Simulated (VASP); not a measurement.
# BaHfO3 (P4/mmm) in VASP: notebook

Runs on BaHfO3. Level: r2SCAN. Tasks: single point.

Program: VASP 6.6.1. These are calculated values, not measurements. Logs are shortened: lines on timing, memory, paths and dates and some standing lists are left out, and cuts for length are marked.

### Step 1. The cell of the first run

It takes space group P4/mmm (No. 123, tetragonal). Conventional cell: a = 4.052 Å, b = 4.052 Å, c = 4.247 Å, α = 90.00°, β = 90.00°, γ = 90.00°. Ba (site symmetry 4/mmm) has 12 O at 2.87 to 2.93 Å and 8 Hf at 3.57 Å within 3.8 Å. Within 2.7 Å of Hf (site symmetry 4/mmm) lie 6 O at 2.03 to 2.12 Å. O (site symmetry 4/mmm) has 2 Hf at 2.12 Å and 4 Ba at 2.87 Å and 8 O at 2.93 Å within 3.0 Å. Within 2.7 Å of O (site symmetry mmm) lie 2 Hf at 2.03 Å.

### Step 2. Single point, r2SCAN, non-collinear spin, zero start, spin-orbit coupling (epitaxial xy strain -3.0%)

File POSCAR:

```
BaHfO3
1.0
    4.0517470077      0.0000000000      0.0000000000
    0.0000000000      4.0517470077      0.0000000000
    0.0000000000      0.0000000000      4.2469267410
Ba Hf O
1 1 3
Direct
    0.0000000000      0.0000000000      0.0000000000
    0.5000000000      0.5000000000      0.5000000000
    0.5000000000      0.5000000000      0.0000000000
    0.5000000000      0.0000000000      0.5000000000
    0.0000000000      0.5000000000      0.5000000000
```

File INCAR.step1:

```
PREC     = Accurate       # precision mode
ENCUT    = 520            # plane-wave cutoff, eV
ISMEAR   = 0              # smearing method
SIGMA    = 0.01           # smearing width, eV
LREAL    = F              # projectors in reciprocal space
LASPH    = T              # aspherical terms in the spheres
NELM     = 150            # most SCF steps
MAGMOM   = 0 0 0 0 0 0 0 0 0 0 0 0 0 0 0 # initial moments
LSORBIT  = T              # spin-orbit coupling
GGA_COMPAT= F            
LMAXMIX  = 4              # l up to which the mixer works
NBANDS   = 53             # bands
GGA      = PE             # functional
ALGO     = Normal         # electronic algorithm
EDIFF    = 1E-4           # SCF threshold, eV
LWAVE    = T              # write WAVECAR
LCHARG   = F              # write CHGCAR
```

File INCAR.step2:

```
PREC     = Accurate       # precision mode
ENCUT    = 520            # plane-wave cutoff, eV
EDIFF    = 1E-6           # SCF threshold, eV
ISMEAR   = 0              # smearing method
SIGMA    = 0.01           # smearing width, eV
LREAL    = F              # projectors in reciprocal space
LASPH    = T              # aspherical terms in the spheres
NELM     = 150            # most SCF steps
ALGO     = Normal         # electronic algorithm
ISIF     = 2              # what is computed and relaxed
LWAVE    = F              # write WAVECAR
LCHARG   = F              # write CHGCAR
MAGMOM   = 0 0 0 0 0 0 0 0 0 0 0 0 0 0 0 # initial moments
LORBIT   = 11             # projections on sites
LSORBIT  = T              # spin-orbit coupling
GGA_COMPAT= F            
LORBMOM  = T            
LMAXMIX  = 4              # l up to which the mixer works
METAGGA  = R2SCAN         # meta-GGA
LMIXTAU  = T            
NBANDS   = 53             # bands
ISTART   = 1
```

File KPOINTS:

```
Automatic mesh
0
Gamma
  6 6 6
```

Potentials or basis: VASP PAW PBE potentials, release 64 (Ba_sv, Hf_pv, O).

Launch:

```console
$ cat potpaw_PBE.64/Ba_sv/POTCAR potpaw_PBE.64/Hf_pv/POTCAR potpaw_PBE.64/O/POTCAR > POTCAR
$ cp INCAR.step1 INCAR
$ mpirun -np 1 vasp_ncl > vasp.out
$ cp INCAR.step2 INCAR
$ mpirun -np 1 vasp_ncl > vasp.out
```

OUTCAR:

```text
PREC = Accurate
   ENCUT = 520
   EDIFF = 1E-6
   ISMEAR = 0
   LREAL = F
   LASPH = T
   NELM = 150
   ISIF = 2
   LORBIT = 11
   LSORBIT = T
   METAGGA = R2SCAN
   ISTART = 1

 ion  position               nearest neighbor table
   1  0.000  0.000  0.000-   3 2.87   3 2.87   3 2.87   3 2.87   5 2.93   4 2.93   5 2.93   5 2.93
                             5 2.93   4 2.93   4 2.93   4 2.93   2 3.57   2 3.57   2 3.57   2 3.57
   2  0.500  0.500  0.500-   4 2.03   5 2.03   4 2.03   5 2.03   3 2.12   3 2.12   1 3.57   1 3.57
                             1 3.57   1 3.57   1 3.57   1 3.57   1 3.57   1 3.57
   3  0.500  0.500  0.000-   2 2.12   2 2.12   1 2.87   1 2.87   1 2.87   1 2.87
   4  0.500  0.000  0.500-   2 2.03   2 2.03   1 2.93   1 2.93   1 2.93   1 2.93
   5  0.000  0.500  0.500-   2 2.03   2 2.03   1 2.93   1 2.93   1 2.93   1 2.93

  LATTYP: Found a simple tetragonal cell.
 ALAT       =     4.0517470077
 C/A-ratio  =     1.0481717474

  Lattice vectors:

 A1 = (   4.0517470077,   0.0000000000,   0.0000000000)
 A2 = (   0.0000000000,   4.0517470077,   0.0000000000)
 A3 = (   0.0000000000,   0.0000000000,   4.2469267410)

Analysis of symmetry for initial positions (statically):
=====================================================================
 Subroutine PRICEL returns:
 Original cell was already a primitive cell.

 Routine SETGRP: Setting up the symmetry group for a
 simple tetragonal supercell.

 Subroutine GETGRP returns: Found 16 space group operations
 (whereof 16 operations were pure point group operations)
 out of a pool of 16 trial point group operations.

The static configuration has the point symmetry D_4h.

Analysis of symmetry for dynamics (positions and initial velocities):
=====================================================================
 Subroutine PRICEL returns:
 Original cell was already a primitive cell.

 Routine SETGRP: Setting up the symmetry group for a
 simple tetragonal supercell.

 Subroutine GETGRP returns: Found 16 space group operations
 (whereof 16 operations were pure point group operations)
 out of a pool of 16 trial point group operations.

The dynamic configuration has the point symmetry D_4h.

Analysis of structural, dynamic, and magnetic symmetry:
=====================================================================
 Subroutine PRICEL returns:
 Original cell was already a primitive cell.

 Routine SETGRP: Setting up the symmetry group for a
 simple tetragonal supercell.

 Subroutine GETGRP returns: Found 16 space group operations
 (whereof 16 operations were pure point group operations)
 out of a pool of 16 trial point group operations.

The overall configuration has the point symmetry D_4h.

 Subroutine INISYM returns: Found 16 space group operations
 (whereof 16 operations are pure point group operations),
 and found     1 'primitive' translations

----------------------------------------------------------------------------------------

                                     Primitive cell

  volume of cell :      69.7203

  direct lattice vectors                    reciprocal lattice vectors
     4.051747008  0.000000000  0.000000000     0.246807118  0.000000000  0.000000000
     0.000000000  4.051747008  0.000000000     0.000000000  0.246807118  0.000000000
     0.000000000  0.000000000  4.246926741     0.000000000  0.000000000  0.235464387

  length of vectors
     4.051747008  4.051747008  4.246926741     0.246807118  0.246807118  0.235464387

  position of ions in fractional coordinates (direct lattice)
     0.000000000  0.000000000  0.000000000
     0.500000000  0.500000000  0.500000000
     0.500000000  0.500000000  0.000000000
     0.500000000  0.000000000  0.500000000
     0.000000000  0.500000000  0.500000000

  ion indices of the primitive-cell ions
   primitive index   ion index
                 1           1
                 2           2
                 3           3
[... 122 lines left out ...]

 E-fermi :   2.5089     XC(G=0): -11.6862

 val. band max:        2.4318109903   @ k =   0.5000   0.5000   0.5000
 cond. band min:       6.3821173021   @ k =   0.0000   0.0000   0.0000
 fundamental gap:      3.9503063118
 Fermi energy:         2.5088686788

 k-point     1 :       0.0000    0.0000    0.0000
  band No.  band energies     occupation
      1     -31.8652      1.00000
      2     -31.8652      1.00000
      3     -24.9870      1.00000
      4     -24.9870      1.00000
      5     -24.9520      1.00000
      6     -24.9520      1.00000
[... 1261 lines left out ...]
     49      11.8441      0.00000
     50      11.8441      0.00000

 [... further k-points ...]

 [bands above 50 left out]

------------------------ aborting loop because EDIFF is reached ----------------------------------------

  FORCE on cell =-STRESS in cart. coord.  units (eV):
  Direction    XX          YY          ZZ          XY          YZ          ZX
  --------------------------------------------------------------------------------------
  -------------------------------------------------------------------------------------
  Total        5.6491488      5.6491488     -0.1865228      0.0000000      0.0000000      0.0000000
  in kB      129.8177826    129.8177826     -4.2863057      0.0000000      0.0000000      0.0000000
  external PRESSURE =      85.1164198 kB  Pullay stress =       0.0000000 kB

 VOLUME and BASIS-vectors are now :
 -----------------------------------------------------------------------------
  energy-cutoff  :      520.00
  volume of cell :       69.72
      direct lattice vectors                 reciprocal lattice vectors
     4.051747008  0.000000000  0.000000000     0.246807118  0.000000000  0.000000000
     0.000000000  4.051747008  0.000000000     0.000000000  0.246807118  0.000000000
     0.000000000  0.000000000  4.246926741     0.000000000  0.000000000  0.235464387

 POSITION                                       TOTAL-FORCE (eV/Angst)
 -----------------------------------------------------------------------------------
      0.00000      0.00000      0.00000         0.000000      0.000000      0.000000
      2.02587      2.02587      2.12346         0.000000      0.000000      0.000000
      2.02587      2.02587      0.00000         0.000000      0.000000      0.000000
      2.02587      0.00000      2.12346         0.000000      0.000000      0.000000
      0.00000      2.02587      2.12346         0.000000      0.000000      0.000000
 -----------------------------------------------------------------------------------
    total drift:                                0.000000      0.000000      0.000000

  FREE ENERGIE OF THE ION-ELECTRON SYSTEM (eV)
  ---------------------------------------------------
  free  energy   TOTEN  =      -108.6252340817 eV

  energy  without entropy=     -108.6252340817  energy(sigma->0) =     -108.62523408

 orbital moment (x)

 # of ion     p       d       tot
 ----------------------------------------
  1         0.000   0.000   0.000
  2         0.000   0.000   0.000
  3         0.000   0.000   0.000
  4         0.000   0.000   0.000
  5         0.000   0.000   0.000
 ----------------------------------------
            0.000   0.000   0.000

 orbital moment (y)

 # of ion     p       d       tot
 ----------------------------------------
  1         0.000  -0.000  -0.000
  2         0.000   0.000   0.000
  3         0.000   0.000   0.000
  4         0.000   0.000   0.000
  5         0.000   0.000   0.000
 ----------------------------------------
            0.000   0.000   0.000

 orbital moment (z)

 # of ion     p       d       tot
 ----------------------------------------
  1         0.000   0.000   0.000
  2         0.000   0.000   0.000
  3         0.000   0.000   0.000
  4        -0.000   0.000  -0.000
  5         0.000   0.000   0.000
 ----------------------------------------
           -0.000   0.000  -0.000

 Spin-Orbit-Coupling matrix elements

 Ion:    1  E_soc:     -0.3625194
 l=   1
     0.0000000    -0.0602640    -0.0603187
    -0.0602640     0.0000000    -0.0602640
    -0.0603187    -0.0602640     0.0000000
 l=   2
     0.0000000    -0.0000292     0.0000000    -0.0000292    -0.0001160
    -0.0000292     0.0000000    -0.0000811    -0.0000261    -0.0000252
     0.0000000    -0.0000811     0.0000000    -0.0000811     0.0000000
    -0.0000292    -0.0000261    -0.0000811     0.0000000    -0.0000252
    -0.0001160    -0.0000252     0.0000000    -0.0000252     0.0000000
 l=   3
     0.0000000     0.0000000     0.0000000     0.0000000     0.0000000     0.0000000     0.0000000
     0.0000000     0.0000000     0.0000000     0.0000000     0.0000000     0.0000000     0.0000000
     0.0000000     0.0000000     0.0000000     0.0000000     0.0000000     0.0000000     0.0000000
     0.0000000     0.0000000     0.0000000     0.0000000     0.0000000     0.0000000     0.0000000
[... 69 lines left out ...]
 l=   2
     0.0000000     0.0000000     0.0000000     0.0000000     0.0000000
     0.0000000     0.0000000     0.0000000     0.0000000     0.0000000
     0.0000000     0.0000000     0.0000000     0.0000000     0.0000000
     0.0000000     0.0000000     0.0000000     0.0000000     0.0000000
     0.0000000     0.0000000     0.0000000     0.0000000     0.0000000
 l=   3
     0.0000000     0.0000000     0.0000000     0.0000000     0.0000000     0.0000000     0.0000000
     0.0000000     0.0000000     0.0000000     0.0000000     0.0000000     0.0000000     0.0000000
     0.0000000     0.0000000     0.0000000     0.0000000     0.0000000     0.0000000     0.0000000
     0.0000000     0.0000000     0.0000000     0.0000000     0.0000000     0.0000000     0.0000000
     0.0000000     0.0000000     0.0000000     0.0000000     0.0000000     0.0000000     0.0000000
     0.0000000     0.0000000     0.0000000     0.0000000     0.0000000     0.0000000     0.0000000
     0.0000000     0.0000000     0.0000000     0.0000000     0.0000000     0.0000000     0.0000000

 total charge

# of ion       s       p       d       tot
------------------------------------------
    1        2.015   5.656   0.277   7.948
    2        0.357   6.835   1.555   8.748
    3        1.560   3.523   0.000   5.083
    4        1.567   3.561   0.000   5.128
    5        1.567   3.561   0.000   5.128
--------------------------------------------------
tot          7.066  23.137   1.833  32.036

 magnetization (x)

# of ion       s       p       d       tot
------------------------------------------
    1        0.000   0.000   0.000   0.000
    2       -0.000   0.000   0.000  -0.000
    3        0.000   0.000   0.000   0.000
    4       -0.000   0.000   0.000  -0.000
    5        0.000  -0.000   0.000  -0.000
--------------------------------------------------
tot          0.000  -0.000   0.000   0.000

 magnetization (y)

# of ion       s       p       d       tot
------------------------------------------
    1       -0.000   0.000   0.000  -0.000
    2       -0.000   0.000   0.000  -0.000
    3       -0.000   0.000   0.000   0.000
    4        0.000   0.000   0.000   0.000
    5       -0.000   0.000   0.000  -0.000
--------------------------------------------------
tot         -0.000   0.000   0.000   0.000

 magnetization (z)

# of ion       s       p       d       tot
------------------------------------------
    1        0.000   0.000  -0.000  -0.000
    2        0.000  -0.000   0.000   0.000
    3       -0.000   0.000   0.000  -0.000
    4       -0.000  -0.000   0.000  -0.000
    5        0.000   0.000   0.000   0.000
--------------------------------------------------
tot          0.000  -0.000  -0.000  -0.000
```

Wall time 24 min (1 thread of Oxide Virtual Turin-like, shared host); peak memory 0.45 GiB.

Results:

| Property | Result |
| --- | --- |
| Free energy | -108.6252 eV |
| Pressure | 8.5 GPa |
| Net moment | 0.00 μB per cell |
| Valence electrons inside the program's atomic spheres | Ba 7.95; Hf 8.75; O 5.08, 5.13 (each value once) |

Stress tensor (GPa, compression positive):
```
12.98  0.00  0.00
 0.00 12.98  0.00
 0.00  0.00 -0.43
```

Moments on the atoms (μB; x, y, z):
```
Ba  0.00 0.00 0.00
Hf  0.00 0.00 0.00
O   0.00 0.00 0.00
O   0.00 0.00 0.00
O   0.00 0.00 0.00
```

Caveat: the cell differs from its parent crystal (epitaxial xy strain -3.0%); the cell stands under pressure; the PAW data sets were made with another functional, which shifts forces and pressure a little.

[end of part 1 of 2]
